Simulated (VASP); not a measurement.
Write the native input for VASP 6.6.1 that does the following.

```yaml
Task: single point
Functional: PBEsol
Potentials_or_basis: VASP PAW PBE potentials, release 64 (Hf_pv)
Cutoff: 520 eV
k_mesh: 14 × 14 × 14
Occupations: fermi-dirac, width 0.05 eV
Spin: no spin polarisation
Dipole_correction: no
Further_INCAR_settings: ALGO = Normal; EDIFF = 1e-07; NBANDS = 11
```

The structure of Hf lies in POSCAR:

```
Hf
1.0
   -1.7674920948      1.7674920948      1.7674920948
    1.7674920948     -1.7674920948      1.7674920948
    1.7674920948      1.7674920948     -1.7674920948
Hf
1
Direct
    0.0000000000      0.0000000000      0.0000000000
```

These files were run (other wordings do the same):

INCAR

```
SYSTEM = Hf
  PREC = Accurate
  ENCUT = 520
  EDIFF = 1E-7
  ISMEAR = -1
  SIGMA = 0.05
  LREAL = .FALSE.
  LASPH = .TRUE.
  NELM = 100
  ALGO = Normal
  ISIF = 2
  LWAVE = .FALSE.
  LCHARG = .TRUE.
  GGA = PS
  LELF = .TRUE.
  LVHAR = .TRUE.
  NBANDS = 11
```

KPOINTS

```
Automatic mesh
0
G
  14 14 14
  0 0 0
```

Potentials or basis: VASP PAW PBE potentials, release 64 (Hf_pv).

Launch:

```sh
$ cat potpaw_PBE.64/Hf_pv/POTCAR > POTCAR
$ mpirun -np 1 vasp_std > vasp.out
```

It gave:

- Pressure: -4.1 GPa
- Band gap on the k mesh: zero (band 5 reaches 6.02 eV, above the bottom of band 6 at 3.74 eV)

Caveat: the PAW data sets were made with another functional, which shifts forces and pressure a little; spin-orbit coupling is left out, which moves the levels of the heavy elements.

Run time: 9.3 s on 1 thread of Intel(R) Xeon(R) 6975P-C (Granite Rapids), on a shared host, peak memory 0.15 GiB.
